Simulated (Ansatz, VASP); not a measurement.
## Two plane-wave programs on MgO

File INCAR:

```
SYSTEM = MgO
ALGO = Normal
EDIFF = 1E-6
ENCUT = 520
GGA = PS
ISIF = 2
ISMEAR = 0
LASPH = .TRUE.
LCHARG = .FALSE.
LREAL = .FALSE.
LWAVE = .FALSE.
NBANDS = 16
NELM = 60
PREC = Accurate
SIGMA = 0.05
```

File KPOINTS:

```
k-points
0
G
  9 9 6
  0 0 0
```

The input POSCAR:

```
MgO
1.0
    3.3034678116      0.0000000000      0.0000000000
   -1.6517339058      2.8608870454      0.0000000000
    0.0000000000      0.0000000000      4.8186000000
Mg O
2 2
Direct
    0.3333333333      0.6666666667      0.0036583380
    0.6666666667      0.3333333333      0.5036583380
    0.3333333333      0.6666666667      0.4009416620
    0.6666666667      0.3333333333      0.9009416620
```

Input for Ansatz:

```yaml
crystal:
  lattice:
    - [3.3034678116, 0.0, 0.0]
    - [-1.6517339058, 2.8608870454, 0.0]
    - [0.0, 0.0, 4.8186]
  atoms:
    - { symbol: Mg, position: [0.3333333333, 0.6666666667, 0.003658338] }
    - { symbol: Mg, position: [0.6666666667, 0.3333333333, 0.503658338] }
    - { symbol: O, position: [0.3333333333, 0.6666666667, 0.400941662] }
    - { symbol: O, position: [0.6666666667, 0.3333333333, 0.900941662] }
basis:
  ecutwfc: 520.0
kpoints:
  mp_grid: { grid: [9, 9, 6] }
hamiltonian:
  xc: pbesol
  pseudopotentials: { kind: paw, azcp: { folder: soft_1 } }
scf:
  occupations: { method: gaussian, width: 0.05 }
output:
  forces: true
  stress: true
  eigenvalues: true
```

Alike in both runs: task single point; functional PBEsol; k mesh 9 × 9 × 6; occupations gaussian, width 0.05 eV; no spin polarisation.

|  | VASP | Ansatz |
| --- | --- | --- |
| version | VASP 6.6.1 | Ansatz 0.2.0 |
| potentials or method | VASP PAW PBE potentials, release 64 (Mg, O), cutoff 520 eV | scalar-relativistic, plane waves, PAW |
| valence electrons in the cell | 16 | 32 |

```tsv
	VASP	Ansatz	Ansatz less VASP
gap on the k mesh at the Fermi level (eV)	3.51	3.51	+0.004
least direct gap on the mesh (eV)	3.51	3.51	+0.004
pressure (GPa)	4.9	5.1	+0.24
traceless stress, the component that is largest in VASP (GPa)	5.85	5.72	-0.131
rms of the force components (eV/Å)	0.341	0.335	-0.0057
```

VASP's potentials were made for PBE, not for PBEsol, and Ansatz warns of the same on its side. Atom by atom the forces differ by 0.006 eV/Å (rms over components). VASP's potentials hold 16 valence electrons a cell and Ansatz's 32, so a difference there can come from the potentials and not from the codes.
